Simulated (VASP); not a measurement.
Input of a VASP 6.6.1 run:

Contents of INCAR:

```
SYSTEM = CdS
PREC     = Accurate       ! precision mode
ENCUT    = 520            ! plane-wave cutoff, eV
EDIFF    = 1E-6           ! SCF threshold, eV
ISMEAR   = 0              ! smearing method
SIGMA    = 0.05           ! smearing width, eV
LREAL    = .FALSE.        ! projectors in reciprocal space
LASPH    = .TRUE.         ! aspherical terms in the spheres
NELM     = 60             ! most SCF steps
ALGO     = Normal         ! electronic algorithm
ISIF     = 2              ! what is computed and relaxed
LWAVE    = .FALSE.        ! write WAVECAR
LCHARG   = .FALSE.        ! write CHGCAR
GGA      = PS             ! functional
ISYM     = 0            
NBANDS   = 16             ! bands
```

Contents of KPOINTS:

```
regular mesh
0
G
  8 8 8
  0 0 0
```

Contents of POSCAR:

```
CdS
1.0
    0.0000000000      2.9099991734      2.9099991734
    2.9099991734      0.0000000000      2.9099991734
    2.9099991734      2.9099991734      0.0000000000
Cd S
1 1
Direct
    0.0000000000      0.0000000000      0.0000000000
    0.7500000000      0.7500000000      0.7500000000
```

Potentials or basis: VASP PAW PBE potentials, release 64 (Cd, S).

Command:

```bash
$ cat potpaw_PBE.64/Cd/POTCAR potpaw_PBE.64/S/POTCAR > POTCAR
$ mpirun -np 1 vasp_std > vasp.out
```

Question: What does it give for the pressure?

Answer: 0.5 GPa.

Question: What does it give for the band gap on the k mesh?

Answer: 1.02 eV, direct.

Caveat: the PAW data sets were made with another functional, which shifts forces and pressure a little. As with any semilocal functional, this PBEsol gap is likely too small.
